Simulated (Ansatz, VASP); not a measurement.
**Si: VASP beside Ansatz**

```xyz
4
Lattice="3.6182 0.0000 0.0000 -1.8091 3.1334 0.0000 0.0000 0.0000 6.9429" Properties=species:S:1:pos:R:3 pbc="T T T"
Si    0.0000    2.0889    0.2720
Si    1.8091    1.0445    3.7435
Si    0.0000    2.0889    3.1994
Si    1.8091    1.0445    6.6708
```

Alike in both runs: task single point; functional LDA; k mesh 12 × 12 × 6; occupations gaussian, width 0.03 eV; no spin polarisation.

```csv
,VASP,Ansatz
version,VASP 6.6.1,Ansatz 0.2.0
potentials or method,"VASP PAW LDA potentials, release 64 (Si), cutoff 520 eV","scalar-relativistic, plane waves, PAW"
valence electrons in the cell,16,16
```

```csv
,VASP,Ansatz,Ansatz less VASP
gap on the k mesh at the Fermi level (eV),0.10,0.10,-0.005
least direct gap on the mesh (eV),0.18,0.19,+0.008
pressure (GPa),12.7,12.6,-0.06
"traceless stress, the component that is largest in VASP (GPa)",-21.70,-21.58,+0.120
rms of the force components (eV/Å),1.368,1.366,-0.0013
```

Ansatz warns that its potentials were made for another functional, while VASP's fit it. LDA's correlation is that of Perdew and Zunger in VASP and of Perdew and Wang (1992) in Ansatz. Atom by atom the forces differ by 0.001 eV/Å (rms over components).
